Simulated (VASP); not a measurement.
Write the native input for VASP 6.6.1 that does the following.

| Property | Result |
| --- | --- |
| Task | single point |
| Functional | PBEsol |
| Potentials or basis | VASP PAW PBE potentials, release 64 (Al, Ni) |
| Cutoff | 520 eV |
| k mesh | 20 × 20 × 7 |
| Occupations | gaussian, width 0.15 eV |
| Spin | no spin polarisation |
| Dipole correction | no |
| Further INCAR settings | ALGO = Fast; EDIFF = 1e-06; NBANDS = 28 |

The structure of AlNi lies in POSCAR:

```
AlNi
1.0
    0.0000000000     -2.8621655562      0.0000000000
    0.0000000000      0.0000000000     -2.8621655562
   14.5864966686      0.0000000000      0.0000000000
Al Ni
3 3
Direct
    1.0000000000      0.0000000000      0.1471553525
    1.0000000000      0.0000000000      0.3433755705
    1.0000000000      0.0000000000      0.5395957885
    0.5000000000      0.5000000000      0.0490452435
    0.5000000000      0.5000000000      0.2452654615
    0.5000000000      0.5000000000      0.4414856795
```

This cell differs from its parent crystal: the distance across one plane changed.

One way to write it, as run:

INCAR

```
  PREC = Accurate
  ENCUT = 520
  EDIFF = 1E-6
  ISMEAR = 0
  SIGMA = 0.15
  LREAL = False
  LASPH = True
  NELM = 100
  ALGO = Fast
  ISIF = 2
  LWAVE = False
  LCHARG = False
  GGA = PS
  NBANDS = 28
  LUSENCCL = False
```

KPOINTS

```
regular mesh
0
Gamma
  20 20 7
```

Potentials or basis: VASP PAW PBE potentials, release 64 (Al, Ni).

Run with:

```sh
$ cat potpaw_PBE.64/Al/POTCAR potpaw_PBE.64/Ni/POTCAR > POTCAR
$ mpirun -np 1 vasp_std > vasp.out
```

It gave:

- Pressure: -3.5 GPa
- Largest force: 1.025 eV/Å
- Band gap on the k mesh: zero (an odd number of electrons rules out a gap without spin polarisation)

Caveat: the cell differs from its parent crystal (the distance across one plane changed); the cell stands under tension; the PAW data sets were made with another functional, which shifts forces and pressure a little.

Run time: 16 min on 1 × NVIDIA H100 80GB with 1 thread of AMD EPYC 7R13 Processor (Zen 3) (shared host), peak memory 1.8 GiB.
